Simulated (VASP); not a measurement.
Write the native input for VASP 6.6.1 that does the following.

```
Task                   : single point
Functional             : PBEsol
Potentials or basis    : VASP PAW PBE potentials, release 64 (Cd, S)
Cutoff                 : 520 eV
k mesh                 : 6 × 6 × 6
Occupations            : gaussian, width 0.01 eV
Spin                   : non-collinear spin, zero start, spin-orbit coupling
Starting moments       : [[0.0, 0.0, 0.0], [0.0, 0.0, 0.0]] μB
Dipole correction      : no
Further INCAR settings : ALGO = Normal; EDIFF = 1e-06; NBANDS = 30
```

The structure of CdS (Hawleyite) lies in POSCAR:

```
CdS
1.0
   -0.0145614170      2.9050026866      2.9050026866
    2.9050026866     -0.0145614170      2.9050026866
    2.9050026866      2.9050026866     -0.0145614170
Cd S
1 1
Direct
    0.0005570659      0.0005570659      0.0005570659
    0.7494429341      0.7494429341      0.7494429341
```

This cell differs from its parent crystal: equal xy, yz and zx engineering shears of -0.5 %.

The input as run:

INCAR

```
SYSTEM = CdS
PREC = Accurate ; ENCUT = 520
EDIFF = 1E-6 ; ISMEAR = 0
SIGMA = 0.01 ; LREAL = .False.
LASPH = .True. ; NELM = 150
ALGO = Normal ; ISIF = 2
LWAVE = .False. ; LCHARG = .False.
LNONCOLLINEAR = .True. ; MAGMOM = 0 0 0 0 0 0
LORBIT = 11 ; LSORBIT = .True.
GGA_COMPAT = .False. ; LORBMOM = .True.
GGA = PS ; NBANDS = 30
```

KPOINTS

```
Automatic mesh
0
Gamma
  6 6 6
  0 0 0
```

Potentials or basis: VASP PAW PBE potentials, release 64 (Cd, S).

The run is started by

```sh
$ cat potpaw_PBE.64/Cd/POTCAR potpaw_PBE.64/S/POTCAR > POTCAR
$ mpirun -np 1 vasp_ncl > vasp.out
```

It gave:

| Quantity | Value |
| --- | --- |
| Pressure | 0.4 GPa |
| Net moment | 0.00 μB per cell |
| Valence electrons inside the program's atomic spheres | Cd 10.33; S 3.69 |

Caveat: the cell differs from its parent crystal (equal xy, yz and zx engineering shears of -0.5 %); the PAW data sets were made with another functional, which shifts forces and pressure a little.

Run time: 78 s on 1 thread of Intel(R) Xeon(R) 6975P-C (Granite Rapids), on a shared host, peak memory 0.37 GiB.
